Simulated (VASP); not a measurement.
# BN (F-43m) in VASP: further runs

Runs on BN. Level: HSE06. Tasks: G0W0 quasiparticle levels.

Program: VASP 6.6.1. These are calculated values, not measurements. Logs are shortened: lines on timing, memory, paths and dates and some standing lists are left out, and cuts for length are marked.

### Step 1. The cell of the first run

Symmetry: F-43m, No. 216, cubic system. The conventional cell has a = 3.610 Å, b = 3.610 Å, c = 3.610 Å, α = 90.00°, β = 90.00°, γ = 90.00°. Within 2.1 Å of B (site symmetry -43m) lie 4 N at 1.56 Å. Within 2.1 Å of N (site symmetry -43m) lie 4 B at 1.56 Å.

### Step 2. G0W0 quasiparticle levels, HSE06

The input, POSCAR:

```
BN
1.0
    0.0000000000      1.8048245542      1.8048245542
    1.8048245542      0.0000000000      1.8048245542
    1.8048245542      1.8048245542      0.0000000000
B N
1 1
Direct
    0.0000000000      0.0000000000      0.0000000000
    0.2500000000      0.2500000000      0.2500000000
```

The input, INCAR.step1:

```
ALGO = Normal
EDIFF = 1E-5
ENCUT = 500
GGA = PE
ISIF = 2
ISMEAR = 0
LASPH = T
LCHARG = F
LREAL = F
LWAVE = T
NELM = 60
PREC = Accurate
SIGMA = 0.02
```

The input, INCAR.step2:

```
ALGO = Normal
EDIFF = 1E-8
ENCUT = 500
GGA = PE
HFSCREEN = 0.2
ISMEAR = 0
ISTART = 1
LASPH = T
LCHARG = F
LHFCALC = T
LREAL = F
LWAVE = T
NELM = 60
PREC = Accurate
PRECFOCK = Fast
SIGMA = 0.01
```

The input, INCAR.step3:

```
ALGO = Exact
EDIFF = 1E-8
ENCUT = 500
GGA = PE
HFSCREEN = 0.2
ISMEAR = 0
ISTART = 1
LASPH = T
LCHARG = F
LHFCALC = T
LOPTICS = T
LREAL = F
LWAVE = T
NBANDS = 34
NELM = 1
PREC = Accurate
PRECFOCK = Fast
SIGMA = 0.01
```

The input, INCAR.step4:

```
ALGO = EVGW0
EDIFF = 1E-8
ENCUT = 500
ENCUTGW = 60
GGA = PE
HFSCREEN = 0.2
ISMEAR = 0
ISTART = 1
LASPH = T
LCHARG = F
LHFCALC = T
LREAL = F
LWAVE = F
NBANDS = 34
NBANDSGW = 12
NELMGW = 1
NOMEGA = 48
PREC = Accurate
PRECFOCK = Fast
SIGMA = 0.01
```

The input, KPOINTS:

```
k-points
0
Gamma
  4 4 4
```

Potentials or basis: VASP PAW PBE potentials, release 64 (B_GW, N_GW).

Command:

```
> cat potpaw_PBE.64/B_GW/POTCAR potpaw_PBE.64/N_GW/POTCAR > POTCAR
> cp INCAR.step1 INCAR
> mpirun -np 1 vasp_std > vasp.out
> cp INCAR.step2 INCAR
> mpirun -np 1 vasp_std > vasp.out
> cp INCAR.step3 INCAR
> mpirun -np 1 vasp_std > vasp.out
> cp INCAR.step4 INCAR
> mpirun -np 1 vasp_std > vasp.out
```

OUTCAR:

```text
EDIFF = 1E-8
   ENCUT = 500
   ENCUTGW = 60
   GGA = PE
   HFSCREEN = 0.2
   ISMEAR = 0
   ISTART = 1
   LASPH = T
   LHFCALC = T
   LREAL = F
   NELMGW = 1
   PREC = Accurate
   PRECFOCK = Fast

 ion  position               nearest neighbor table
   1  0.000  0.000  0.000-   2 1.56   2 1.56   2 1.56   2 1.56
   2  0.250  0.250  0.250-   1 1.56   1 1.56   1 1.56   1 1.56

  LATTYP: Found a face centered cubic cell.
 ALAT       =     3.6096491084

  Lattice vectors:

 A1 = (   0.0000000000,   1.8048245542,   1.8048245542)
 A2 = (   1.8048245542,   0.0000000000,   1.8048245542)
 A3 = (   1.8048245542,   1.8048245542,   0.0000000000)

Analysis of symmetry for initial positions (statically):
=====================================================================
 Subroutine PRICEL returns:
 Original cell was already a primitive cell.

 Routine SETGRP: Setting up the symmetry group for a
 face centered cubic supercell.

 Subroutine GETGRP returns: Found 24 space group operations
 (whereof 24 operations were pure point group operations)
 out of a pool of 48 trial point group operations.

The static configuration has the point symmetry T_d .

Analysis of symmetry for dynamics (positions and initial velocities):
=====================================================================
 Subroutine PRICEL returns:
 Original cell was already a primitive cell.

 Routine SETGRP: Setting up the symmetry group for a
 face centered cubic supercell.

 Subroutine GETGRP returns: Found 24 space group operations
 (whereof 24 operations were pure point group operations)
 out of a pool of 48 trial point group operations.

The dynamic configuration has the point symmetry T_d .

 Subroutine INISYM returns: Found 24 space group operations
 (whereof 24 operations are pure point group operations),
 and found     1 'primitive' translations

----------------------------------------------------------------------------------------

                                     Primitive cell

  volume of cell :      11.7580

  direct lattice vectors                    reciprocal lattice vectors
     0.000000000  1.804824554  1.804824554    -0.277035238  0.277035238  0.277035238
     1.804824554  0.000000000  1.804824554     0.277035238 -0.277035238  0.277035238
     1.804824554  1.804824554  0.000000000     0.277035238  0.277035238 -0.277035238

  length of vectors
     2.552407362  2.552407362  2.552407362     0.479839108  0.479839108  0.479839108

  position of ions in fractional coordinates (direct lattice)
     0.000000000  0.000000000  0.000000000
     0.250000000  0.250000000  0.250000000

  ion indices of the primitive-cell ions
   primitive index   ion index
                 1           1
                 2           2

----------------------------------------------------------------------------------------

 KPOINTS: k-points

Automatic generation of k-mesh.
 Grid dimensions read from file:
 generate k-points for:    4    4    4

 Generating k-lattice:

  Cartesian coordinates                     Fractional coordinates (reciprocal lattice)
    -0.069258810  0.069258810  0.069258810     0.250000000  0.000000000  0.000000000
     0.069258810 -0.069258810  0.069258810     0.000000000  0.250000000  0.000000000
     0.069258810  0.069258810 -0.069258810     0.000000000  0.000000000  0.250000000

  Length of vectors
     0.119959777  0.119959777  0.119959777

  Shift w.r.t. Gamma in fractional coordinates (k-lattice)
     0.000000000  0.000000000  0.000000000

 Subroutine IBZKPT returns following result:
 ===========================================

 Found      8 irreducible k-points:

 Following reciprocal coordinates:
            Coordinates               Weight
  0.000000  0.000000  0.000000      1.000000
  0.250000  0.000000  0.000000      8.000000
  0.500000  0.000000  0.000000      4.000000
  0.250000  0.250000  0.000000      6.000000
  0.500000  0.250000  0.000000     24.000000
 -0.250000  0.250000  0.000000     12.000000
  0.500000  0.500000  0.000000      3.000000
 -0.250000  0.500000  0.250000      6.000000
   k-points           NKPTS =      8   k-points in BZ     NKDIM =     64   number of bands    NBANDS=     34
   number of dos      NEDOS =    301   number of ions     NIONS =      2
   total plane-waves  NPLWV =   8000
   dimension x,y,z NGX =    20 NGY =   20 NGZ =   20
   dimension x,y,z NGXF=    40 NGYF=   40 NGZF=   40
   ions per type =               1   1
   NGX,Y,Z   is equivalent  to a cutoff of  13.03, 13.03, 13.03 a.u.
   NGXF,Y,Z  is equivalent  to a cutoff of  26.05, 26.05, 26.05 a.u.
 SYSTEM =  unknown system
   PREC   = accura    normal or accurate (medium, high low for compatibility)
   ISTART =      1    job   : 0-new  1-cont  2-samecut
   ICHARG =      0    charge: 1-file 2-atom 10-const
   ISPIN  =      1    spin polarized calculation?
   LNONCOLLINEAR =      F non collinear calculations
   LSORBIT =      F    spin-orbit coupling
   LASPH  =      T    aspherical Exc in radial PAW
   ENCUT  =  500.0 eV  36.75 Ry    6.06 a.u.   4.65  4.65  4.65*2*pi/ulx,y,z
   NELM   =     60;   NELMIN=  2; NELMDL=  0     # of ELM steps
   EDIFF  = 0.1E-07   stopping-criterion for ELM
   LREAL  =      F    real-space projection
   EDIFFG = 0.1E-06   stopping-criterion for IOM
   NSW    =      0    number of steps for IOM
   IBRION =     -1    ionic relax: 0-MD 1-quasi-New 2-CG
   NFREE  =      0    steps in history (QN), initial steepest desc. (CG)
   ISIF   =      0    stress and relaxation
   ISYM   =      3    0-nonsym 1-usesym 2-fastsym
   POTIM  = 0.5000    time-step for ionic-motion
   TEBEG  =    0.0;   TEEND  =   0.0 temperature during run
   PSTRESS=    0.0 pullay stress
   NELECT =       8.0000    total number of electrons
   NUPDOWN=      -1.0000    fix difference up-down
   EMIN   =  10.00;   EMAX   =-10.00  energy-range for DOS
   EFERMI =   0.00;   METHOD = LEGACY
   ISMEAR =     0;   SIGMA  =   0.01  broadening in eV -4-tet -1-fermi 0-gaus
   EFERMI_NEDOS =   21; number of points for ismear=-14 and -15
   IALGO  =     38    algorithm
   IMIX   =      1    mixing-type and parameters
     AMIX     =   0.40;   BMIX     =  1.00
     AMIX_MAG =   1.60;   BMIX_MAG =  1.00
  volume/ion in A,a.u.               =       5.88        39.67
  Fermi-wavevector in a.u.,A,eV,Ry     =   1.439881  2.720980 28.208365  2.073256
  Thomas-Fermi vector in A             =   2.558687
   LORBIT       =      0    0 simple, 1 ext, 2 COOP (PROOUT), +10 PAW based schemes
   GGA     = PE    functional components
   LHFCALC =     T    Hartree Fock is set to
   PRECFOCK=fast      Normal, Fast or Accurate (Low or Medium for compatibility)
   ENCUT4O =  -1.0   cutoff for four orbital integrals eV
   NKREDX  =     1    reduce k-point grid by
   NKREDY  =     1    reduce k-point grid by
   NKREDZ  =     1    reduce k-point grid by
   AEXX    =    1.0000 exact exchange contribution
   HFSCREEN=    0.0000 screening length (either q_TF or 0.3 A-1)
   HFSCREENC=   0.2000 screening length for correlation (either q_TF or 0.3 A-1)
   ENCUTFOCK=  -1.0 apply spherical cutoff to Coloumb kernel
   IVDW    =     0    specifies the selected vdW correction
   LEPSILON=     F    determine dielectric tensor
   LRPA    =     F    only Hartree local field effects (RPA)
   LRPAFORCE           =     F    calculate RPA forces
   ENCUTGW             =  60.0    cutoff for response function in eV
   ENCUTGWSOFT         =  48.0    soft cutoff for Coulomb kernel in GW response function in eV
   ENCUTLF             =  -1.0    cutoff for local field effects
   NELMGW              =     1    number of iterations in solving QP/BSE equation
   NELMHF              =     1    number of iterations in the inner HF iteration
   NKREDLFX            =     1    NKREDLFY  =   1   NKREDLFZ  =   1
 non-spin polarized calculation
 Gauss-broadening in eV      SIGMA  =   0.01
  energy-cutoff  :      500.00
  volume of cell :       11.76
 maximum number of plane-waves:       308
 NGX is ok and might be reduce to    20
  NGX = 12; NGY = 12; NGZ = 12
 maximum number of plane-waves:        15
 NGX is ok and might be reduce to    10

 QP shifts <psi_nk| G(iteration)W_0 |psi_nk>: iteration 1
 for sc-GW calculations column KS-energies equals QP-energies in previous step
 and V_xc(KS)=  KS-energies - (<T + V_ion + V_H > + <T+V_H+V_ion>^1  + <V_x>^1)

 k-point   1 :       0.0000    0.0000    0.0000
  band No.  KS-energies  QP-energies   sigma(KS)   V_xc(KS)     V^pw_x(r,r')   Z            occupation Imag(sigma)

      1     -15.5007     -15.2757     -17.9977     -18.2811     -26.5594       0.7938       2.0000       1.3108
      2       6.6401       6.9870     -18.7268     -19.1350     -22.1454       0.8498       2.0000       0.1051
      3       6.6401       6.9870     -18.7268     -19.1350     -22.1454       0.8498       2.0000       0.1051
      4       6.6401       6.9870     -18.7268     -19.1350     -22.1454       0.8498       2.0000       0.1051
      5      17.2666      18.3056     -11.5736     -12.7924      -6.8337       0.8525       0.0000      -0.1193
      6      17.2666      18.3056     -11.5736     -12.7924      -6.8337       0.8525       0.0000      -0.1193
      7      17.2666      18.3056     -11.5736     -12.7924      -6.8337       0.8525       0.0000      -0.1193
      8      18.9093      19.6435     -13.4364     -14.3123      -8.1077       0.8383       0.0000      -0.1471
      9      33.4908      33.6109     -10.0876     -10.2345      -3.2477       0.8181       0.0000      -0.4821
     10      36.5040      37.2224     -11.3312     -12.1818      -5.4505       0.8445       0.0000      -0.4737
     11      36.5040      37.2224     -11.3312     -12.1818      -5.4505       0.8445       0.0000      -0.4737
     12      37.0784      37.2580      -9.7222      -9.9377      -3.0047       0.8334       0.0000      -0.6757

 k-point   2 :       0.2500    0.0000    0.0000
  band No.  KS-energies  QP-energies   sigma(KS)   V_xc(KS)     V^pw_x(r,r')   Z            occupation Imag(sigma)
[... 97 lines left out ...]
      1      -9.1370      -8.9906     -19.6974     -19.8853     -27.0338       0.7791       2.0000       0.5641
      2      -1.7104      -1.7346     -17.3925     -17.3628     -22.3259       0.8133       2.0000       0.2039
      3      -0.9172      -0.9385     -16.8968     -16.8709     -21.2857       0.8228       2.0000       0.1795
      4      -0.3612      -0.3750     -16.5099     -16.4932     -20.5831       0.8270       2.0000       0.1633
      5      17.9412      18.8459     -12.5620     -13.6265      -7.9766       0.8499       0.0000      -0.1238
      6      22.1092      23.0245     -11.8909     -12.9928      -6.0671       0.8305       0.0000      -0.1835
      7      22.9938      23.6953     -10.5029     -11.3289      -5.1803       0.8493       0.0000      -0.1513
      8      23.6063      24.8445     -13.5270     -15.0313      -7.8985       0.8231       0.0000      -0.1872
      9      28.5338      29.7485     -13.1799     -14.6852      -6.7044       0.8070       0.0000      -0.3074
     10      34.8016      35.7396     -11.2871     -12.4379      -4.3713       0.8150       0.0000      -0.5726
     11      38.4747      38.9799     -11.0672     -11.6738      -4.2637       0.8329       0.0000      -0.7744
     12      42.4099      43.0768     -10.6484     -11.4526      -3.7461       0.8292       0.0000      -0.9048
```

It took 53 s on 1 thread of Intel Xeon Platinum 8488C (Sapphire Rapids), shared host; peak memory 0.25 GiB.

Results:

| Quantity | Value |
| --- | --- |
| Quasiparticle gap | 6.00 eV |
| Least direct quasiparticle gap | 11.32 eV |
| Band gap of the starting levels on the mesh | 5.84 eV |
| Least direct gap of the starting levels on the mesh | 10.63 eV |

Caveat: the k points lie up to 0.75 Å⁻¹ apart; bands, screening cutoff and mesh are small and nothing is extrapolated, so the quasiparticle values aren't converged.

[end of part 1 of 2]
